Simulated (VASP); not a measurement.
# SnSe in VASP: notebook

The runs below take SnSe through electric field gradients, with LDA.

Program: VASP 6.6.1. These are calculated values, not measurements. Logs are shortened: lines on timing, memory, paths and dates and some standing lists are left out, and cuts for length are marked.

## 1. The cell of the first run

Symmetry: Fm-3m, No. 225, cubic system. Conventional cell: a = 6.138 Å, b = 6.138 Å, c = 6.138 Å, α = 90.00°, β = 90.00°, γ = 90.00°. Within 4.0 Å of Sn (site symmetry m-3m) lie 6 Se at 3.07 Å. Se (site symmetry m-3m) has 6 Sn at 3.07 Å within 4.0 Å.

## 2. Electric field gradients, LDA (volume scaled by 1.06)

Contents of INCAR:

```
PREC = Accurate
ENCUT = 520
EDIFF = 1E-8
ISMEAR = -1
SIGMA = 0.02
LREAL = F
LASPH = T
NELM = 60
ALGO = Normal
ISIF = 2
LWAVE = F
LCHARG = F
LEFG = T
NBANDS = 17
```

Contents of KPOINTS:

```
Automatic mesh
0
Gamma
  9 9 9
```

Contents of POSCAR:

```
SnSe
1.0
    0.0000000000      3.0690345955      3.0690345955
    3.0690345955      0.0000000000      3.0690345955
    3.0690345955      3.0690345955      0.0000000000
Sn Se
1 1
Direct
    0.0000000000      0.0000000000      0.0000000000
    0.5000000000      0.5000000000      0.5000000000
```

Potentials or basis: VASP PAW LDA potentials, release 64 (Sn_d, Se).

Started as:

```bash
$ cat potpaw_LDA.64/Sn_d/POTCAR potpaw_LDA.64/Se/POTCAR > POTCAR
$ mpirun -np 1 vasp_std > vasp.out
```

OUTCAR:

```text
PREC = Accurate
   ENCUT = 520
   EDIFF = 1E-8
   ISMEAR = -1
   LREAL = F
   LASPH = T
   NELM = 60
   ISIF = 2

 ion  position               nearest neighbor table
   1  0.000  0.000  0.000-   2 3.07   2 3.07   2 3.07   2 3.07   2 3.07   2 3.07
   2  0.500  0.500  0.500-   1 3.07   1 3.07   1 3.07   1 3.07   1 3.07   1 3.07

  LATTYP: Found a face centered cubic cell.
 ALAT       =     6.1380691910

  Lattice vectors:

 A1 = (   0.0000000000,   3.0690345955,   3.0690345955)
 A2 = (   3.0690345955,   0.0000000000,   3.0690345955)
 A3 = (   3.0690345955,   3.0690345955,   0.0000000000)

Analysis of symmetry for initial positions (statically):
=====================================================================
 Subroutine PRICEL returns:
 Original cell was already a primitive cell.

 Routine SETGRP: Setting up the symmetry group for a
 face centered cubic supercell.

 Subroutine GETGRP returns: Found 48 space group operations
 (whereof 48 operations were pure point group operations)
 out of a pool of 48 trial point group operations.

The static configuration has the point symmetry O_h .

Analysis of symmetry for dynamics (positions and initial velocities):
=====================================================================
 Subroutine PRICEL returns:
 Original cell was already a primitive cell.

 Routine SETGRP: Setting up the symmetry group for a
 face centered cubic supercell.

 Subroutine GETGRP returns: Found 48 space group operations
 (whereof 48 operations were pure point group operations)
 out of a pool of 48 trial point group operations.

The dynamic configuration has the point symmetry O_h .

 Subroutine INISYM returns: Found 48 space group operations
 (whereof 48 operations are pure point group operations),
 and found     1 'primitive' translations

----------------------------------------------------------------------------------------

                                     Primitive cell

  volume of cell :      57.8143

  direct lattice vectors                    reciprocal lattice vectors
     0.000000000  3.069034595  3.069034595    -0.162917681  0.162917681  0.162917681
     3.069034595  0.000000000  3.069034595     0.162917681 -0.162917681  0.162917681
[... 124 lines left out ...]
 Free energy of the ion-electron system (eV)
  ---------------------------------------------------
  ext. energy  EPLUGINS =         0.00000000
  ---------------------------------------------------
  free energy    TOTEN  =        -9.37999290 eV

  energy without entropy =       -9.37999290  energy(sigma->0) =       -9.37999290

 E-fermi :   4.9259     XC(G=0):  -9.6260

 val. band max:        4.5882680629   @ k =   0.4444   0.0000   0.0000
 cond. band min:       5.2651377687   @ k =  -0.3333   0.1111   0.0000
 fundamental gap:      0.6768697058
 Fermi energy:         4.9259417917

 k-point     1 :       0.0000    0.0000    0.0000
  band No.  band energies     occupation
      1     -16.7233      2.00000
      2     -16.7233      2.00000
      3     -16.7233      2.00000
      4     -16.7229      2.00000
      5     -16.7229      2.00000
      6      -8.7000      2.00000
[... 457 lines left out ...]
      4     -16.7098      2.00000
      5     -16.7098      2.00000
      6      -7.6941      2.00000
[... 9 lines left out ...]
     16      15.8572      0.00000
     17      16.9751      0.00000

 [... further k-points ...]

------------------------ aborting loop because EDIFF is reached ----------------------------------------

  FORCE on cell =-STRESS in cart. coord.  units (eV):
  Direction    XX          YY          ZZ          XY          YZ          ZX
  --------------------------------------------------------------------------------------
  -------------------------------------------------------------------------------------
  Total       -1.9901219     -1.9901219     -1.9901219      0.0000000     -0.0000000     -0.0000000
  in kB      -55.1511925    -55.1511925    -55.1511925      0.0000000     -0.0000000     -0.0000000
  external PRESSURE =     -55.1511925 kB  Pullay stress =       0.0000000 kB

 VOLUME and BASIS-vectors are now :
 -----------------------------------------------------------------------------
  energy-cutoff  :      520.00
  volume of cell :       57.81
      direct lattice vectors                 reciprocal lattice vectors
     0.000000000  3.069034595  3.069034595    -0.162917681  0.162917681  0.162917681
     3.069034595  0.000000000  3.069034595     0.162917681 -0.162917681  0.162917681
     3.069034595  3.069034595  0.000000000     0.162917681  0.162917681 -0.162917681

 POSITION                                       TOTAL-FORCE (eV/Angst)
 -----------------------------------------------------------------------------------
      0.00000      0.00000      0.00000        -0.000000      0.000000     -0.000000
      3.06903      3.06903      3.06903         0.000000     -0.000000      0.000000
 -----------------------------------------------------------------------------------
    total drift:                                0.000000     -0.000000     -0.000000

  FREE ENERGIE OF THE ION-ELECTRON SYSTEM (eV)
  ---------------------------------------------------
  free  energy   TOTEN  =        -9.3799929039 eV

  energy  without entropy=       -9.3799929017  energy(sigma->0) =       -9.37999290

 Electric field gradients (V/A^2)
---------------------------------------------------------------------
 ion       V_xx      V_yy      V_zz      V_xy      V_xz      V_yz
---------------------------------------------------------------------
   1      -0.000     0.000    -0.000    -0.001    -0.001    -0.001
   2       0.000     0.000    -0.000    -0.000    -0.000    -0.000
---------------------------------------------------------------------

 Electric field gradients after diagonalization (V/A^2)
 (convention: |V_zz| > |V_xx| > |V_yy|)
----------------------------------------------------------------------
 ion       V_xx      V_yy      V_zz     asymmetry (V_yy - V_xx)/ V_zz
----------------------------------------------------------------------
   1       0.001     0.001    -0.001       0.000
   2       0.000     0.000    -0.001       0.000
----------------------------------------------------------------------

           NMR quadrupolar parameters

 Cq : quadrupolar parameter    Cq=e*Q*V_zz/h
 eta: asymmetry parameters     (V_yy - V_xx)/ V_zz
 Q  : nuclear electric quadrupole moment in mb (millibarn)
----------------------------------------------------------------------
 ion       Cq(MHz)       eta       Q (mb)
----------------------------------------------------------------------
   1      -0.000       0.000       1.000
   2      -0.000       0.000       1.000
----------------------------------------------------------------------
```

stdout:

```text
POSCAR found type information on POSCAR SnSe
 POSCAR found :  2 types and       2 ions
 scaLAPACK will be used
 LDA part: xc-table for (Slater(with rela. corr.)+CA(PZ))
 , standard interpolation
 POSCAR, INCAR and KPOINTS ok, starting setup
 FFT: planning ... GRIDC
 FFT: planning ... GRID_SOFT
 FFT: planning ... GRID
 WAVECAR not read
 entering main loop
ion   1

ion   2
```

It took 13 s on 1 thread of Intel Xeon 6975P-C, shared host; peak memory 0.17 GiB.

What came out:

| Quantity | Value |
| --- | --- |
| Free energy | -9.3800 eV |
| Pressure | -5.5 GPa |

Levels at points of the mesh, in eV from the Fermi level:
```tsv
k point	band 6	band 7	band 8	band 9	band 10	band 11	band 12	band 13	band 14	band 15
(0.00, 0.00, 0.00)	-13.63	-5.50	-2.14	-2.14	-2.14	3.87	3.87	3.87	5.79	5.79
```

Caveat: this odd mesh misses L, where the gap lies, so gap, dielectric constants and Born charges aren't listed; without QUAD_EFG the Cq values of the log hold for a quadrupole moment of 1 mb, not for the nuclei; spin-orbit coupling is left out, which moves the levels of the heavy elements.

## 3. Electric field gradients, LDA (volume scaled by 1.06)

Contents of INCAR:

```
SYSTEM = SnSe
PREC = Accurate
ENCUT = 520
EDIFF = 1E-8
ISMEAR = -1
SIGMA = 0.02
LREAL = .False.
LASPH = .True.
NELM = 80
ALGO = Normal
ISIF = 2
LWAVE = .False.
LCHARG = .False.
LEFG = .True.
NBANDS = 17
```

Contents of KPOINTS:

```
regular mesh
0
Gamma
  9 9 9
  0 0 0
```

POSCAR is that of step 2.

Potentials or basis: VASP PAW LDA potentials, release 64 (Sn_d, Se).

Started as:

```bash
$ cat potpaw_LDA.64/Sn_d/POTCAR potpaw_LDA.64/Se/POTCAR > POTCAR
$ mpirun -np 1 vasp_std > vasp.out
```

OUTCAR:

```text
SYSTEM = SnSe
   PREC = Accurate
   ENCUT = 520
   EDIFF = 1E-8
   ISMEAR = -1
   LREAL = .False.
   LASPH = .True.
   NELM = 80
   ISIF = 2

 ion  position               nearest neighbor table
   1  0.000  0.000  0.000-   2 3.07   2 3.07   2 3.07   2 3.07   2 3.07   2 3.07
   2  0.500  0.500  0.500-   1 3.07   1 3.07   1 3.07   1 3.07   1 3.07   1 3.07

  LATTYP: Found a face centered cubic cell.
 ALAT       =     6.1380691910

  Lattice vectors:

 A1 = (   0.0000000000,   3.0690345955,   3.0690345955)
 A2 = (   3.0690345955,   0.0000000000,   3.0690345955)
 A3 = (   3.0690345955,   3.0690345955,   0.0000000000)

Analysis of symmetry for initial positions (statically):
=====================================================================
 Subroutine PRICEL returns:
 Original cell was already a primitive cell.

 Routine SETGRP: Setting up the symmetry group for a
 face centered cubic supercell.

 Subroutine GETGRP returns: Found 48 space group operations
 (whereof 48 operations were pure point group operations)
 out of a pool of 48 trial point group operations.

The static configuration has the point symmetry O_h .

Analysis of symmetry for dynamics (positions and initial velocities):
=====================================================================
 Subroutine PRICEL returns:
 Original cell was already a primitive cell.

 Routine SETGRP: Setting up the symmetry group for a
 face centered cubic supercell.

 Subroutine GETGRP returns: Found 48 space group operations
 (whereof 48 operations were pure point group operations)
 out of a pool of 48 trial point group operations.

The dynamic configuration has the point symmetry O_h .
[... 156 lines left out ...]
      2     -16.7233      2.00000
      3     -16.7233      2.00000
      4     -16.7229      2.00000
      5     -16.7229      2.00000
      6      -8.7000      2.00000
[... 457 lines left out ...]
      4     -16.7098      2.00000
      5     -16.7098      2.00000
      6      -7.6941      2.00000
[... 9 lines left out ...]
     16      15.8572      0.00000
     17      16.9751      0.00000

 [... further k-points ...]

------------------------ aborting loop because EDIFF is reached ----------------------------------------

  FORCE on cell =-STRESS in cart. coord.  units (eV):
  Direction    XX          YY          ZZ          XY          YZ          ZX
  --------------------------------------------------------------------------------------
  -------------------------------------------------------------------------------------
  Total       -1.9901219     -1.9901219     -1.9901219      0.0000000     -0.0000000     -0.0000000
  in kB      -55.1511925    -55.1511925    -55.1511925      0.0000000     -0.0000000     -0.0000000
  external PRESSURE =     -55.1511925 kB  Pullay stress =       0.0000000 kB

 VOLUME and BASIS-vectors are now :
 -----------------------------------------------------------------------------
  energy-cutoff  :      520.00
  volume of cell :       57.81
      direct lattice vectors                 reciprocal lattice vectors
     0.000000000  3.069034595  3.069034595    -0.162917681  0.162917681  0.162917681
     3.069034595  0.000000000  3.069034595     0.162917681 -0.162917681  0.162917681
     3.069034595  3.069034595  0.000000000     0.162917681  0.162917681 -0.162917681

 POSITION                                       TOTAL-FORCE (eV/Angst)
 -----------------------------------------------------------------------------------
      0.00000      0.00000      0.00000        -0.000000      0.000000     -0.000000
      3.06903      3.06903      3.06903         0.000000     -0.000000      0.000000
 -----------------------------------------------------------------------------------
    total drift:                                0.000000     -0.000000     -0.000000

  FREE ENERGIE OF THE ION-ELECTRON SYSTEM (eV)
  ---------------------------------------------------
  free  energy   TOTEN  =        -9.3799929039 eV

  energy  without entropy=       -9.3799929017  energy(sigma->0) =       -9.37999290

 Electric field gradients (V/A^2)
---------------------------------------------------------------------
 ion       V_xx      V_yy      V_zz      V_xy      V_xz      V_yz
---------------------------------------------------------------------
   1      -0.000     0.000    -0.000    -0.001    -0.001    -0.001
   2       0.000     0.000    -0.000    -0.000    -0.000    -0.000
---------------------------------------------------------------------

 Electric field gradients after diagonalization (V/A^2)
 (convention: |V_zz| > |V_xx| > |V_yy|)
----------------------------------------------------------------------
 ion       V_xx      V_yy      V_zz     asymmetry (V_yy - V_xx)/ V_zz
----------------------------------------------------------------------
   1       0.001     0.001    -0.001       0.000
   2       0.000     0.000    -0.001       0.000
----------------------------------------------------------------------

           NMR quadrupolar parameters

 Cq : quadrupolar parameter    Cq=e*Q*V_zz/h
 eta: asymmetry parameters     (V_yy - V_xx)/ V_zz
 Q  : nuclear electric quadrupole moment in mb (millibarn)
----------------------------------------------------------------------
 ion       Cq(MHz)       eta       Q (mb)
----------------------------------------------------------------------
   1      -0.000       0.000       1.000
   2      -0.000       0.000       1.000
----------------------------------------------------------------------
```

OSZICAR:

```text
N       E                     dE             d eps       ncg     rms          rms(c)
DAV:   1     0.131670729166E+03    0.13167E+03   -0.97886E+03  1214   0.139E+03
DAV:   2     0.315701310782E+01   -0.12851E+03   -0.12452E+03  1295   0.340E+02
DAV:   3    -0.927494567929E+01   -0.12432E+02   -0.12355E+02  1461   0.946E+01
DAV:   4    -0.959995228494E+01   -0.32501E+00   -0.32479E+00  1402   0.162E+01
DAV:   5    -0.961030001789E+01   -0.10348E-01   -0.10347E-01  1769   0.281E+00    0.288E+00
DAV:   6    -0.938727005148E+01    0.22303E+00   -0.59138E-01  1706   0.427E+00    0.167E+00
DAV:   7    -0.938192929619E+01    0.53408E-02   -0.73876E-02  1384   0.118E+00    0.869E-01
DAV:   8    -0.938029516364E+01    0.16341E-02   -0.84192E-03  1366   0.732E-01    0.114E-01
DAV:   9    -0.937997689729E+01    0.31827E-03   -0.17959E-03  1671   0.276E-01    0.494E-02
DAV:  10    -0.937999257096E+01   -0.15674E-04   -0.11912E-04  1409   0.612E-02    0.925E-03
DAV:  11    -0.937999291830E+01   -0.34734E-06   -0.52269E-06  1596   0.146E-02    0.304E-03
DAV:  12    -0.937999290817E+01    0.10129E-07   -0.44358E-07  1613   0.835E-03    0.110E-03
DAV:  13    -0.937999290388E+01    0.42933E-08   -0.75878E-08  1567   0.149E-03
   1 F= -.93799929E+01 E0= -.93799929E+01  d E =-.219403E-08
```

stdout:

```text
POSCAR found type information on POSCAR SnSe
 POSCAR found :  2 types and       2 ions
 scaLAPACK will be used
 LDA part: xc-table for (Slater(with rela. corr.)+CA(PZ))
 , standard interpolation
 POSCAR, INCAR and KPOINTS ok, starting setup
 FFT: planning ... GRIDC
 FFT: planning ... GRID_SOFT
 FFT: planning ... GRID
 WAVECAR not read
 entering main loop
ion   1

ion   2
```

It took 14 s on 1 thread of Intel Xeon 6975P-C, shared host; peak memory 0.17 GiB.

What came out:

| Item | Value |
| --- | --- |
| Free energy | -9.3800 eV |
| Pressure | -5.5 GPa |

Caveat: this odd mesh misses L, where the gap lies, so gap, dielectric constants and Born charges aren't listed; without QUAD_EFG the Cq values of the log hold for a quadrupole moment of 1 mb, not for the nuclei; spin-orbit coupling is left out, which moves the levels of the heavy elements.

(Part 1 of 2 ends here.)
